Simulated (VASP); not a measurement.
Here is a VASP 6.6.1 calculation.

File POSCAR:

```
PbO
1.0
    4.1968626294      0.0000000000      0.0000000000
   -2.0984313147      3.6345896532      0.0000000000
    0.0000000000      0.0000000000      5.6222899483
Pb O
2 2
Direct
    0.3333333333      0.6666666667     -0.0195315233
    0.6666666667      0.3333333333      0.4804684767
    0.3333333333      0.6666666667      0.3945315233
    0.6666666667      0.3333333333      0.8945315233
```

INCAR.step1

```
SYSTEM = PbO
  ALGO = Normal
  EDIFF = 1E-8
  ENCUT = 500
  GGA = PE
  ISMEAR = 0
  LASPH = .True.
  LCHARG = .False.
  LREAL = .False.
  LWAVE = .True.
  NELM = 100
  PREC = Accurate
  SIGMA = 0.01
```

The input INCAR.step2:

```
SYSTEM = PbO
  ALGO = Exact
  EDIFF = 1E-8
  ENCUT = 500
  GGA = PE
  ISMEAR = 0
  ISTART = 1
  LASPH = .True.
  LCHARG = .False.
  LOPTICS = .True.
  LREAL = .False.
  LWAVE = .True.
  NBANDS = 161
  NELM = 1
  PREC = Accurate
  SIGMA = 0.01
```

File INCAR.step3:

```
SYSTEM = PbO
  ALGO = EVGW0
  EDIFF = 1E-8
  ENCUT = 500
  ENCUTGW = 80.0
  GGA = PE
  ISMEAR = 0
  ISTART = 1
  LASPH = .True.
  LCHARG = .False.
  LREAL = .False.
  LWAVE = .False.
  NBANDS = 161
  NBANDSGW = 30
  NELMGW = 1
  NOMEGA = 96
  OMEGAMAX = 20
  PREC = Accurate
  PRECFOCK = Fast
  SIGMA = 0.01
```

The input KPOINTS:

```
k-points
0
Gamma
  6 6 2
  0 0 0
```

Potentials or basis: VASP PAW PBE potentials, release 64 (Pb_d_GW, O_GW).

Command:

```console
$ cat potpaw_PBE.64/Pb_d_GW/POTCAR potpaw_PBE.64/O_GW/POTCAR > POTCAR
$ cp INCAR.step1 INCAR
$ mpirun -np 1 vasp_std > vasp.out
$ cp INCAR.step2 INCAR
$ mpirun -np 1 vasp_std > vasp.out
$ cp INCAR.step3 INCAR
$ mpirun -np 1 vasp_std > vasp.out
```

Question: Estimate the quasiparticle gap.

Answer: 2.18 eV.

Question: Predict the least direct quasiparticle gap.

Answer: 2.23 eV.

Question: Estimate the band gap of the starting levels on the mesh.

Answer: 1.87 eV.

Caveat: the k points lie up to 0.56 Å⁻¹ apart; bands, screening cutoff and mesh are small and nothing is extrapolated, so the quasiparticle values aren't converged; the structure was generated, so it needn't be the stable form of PbO; spin-orbit coupling is left out, which moves the levels of the heavy elements.
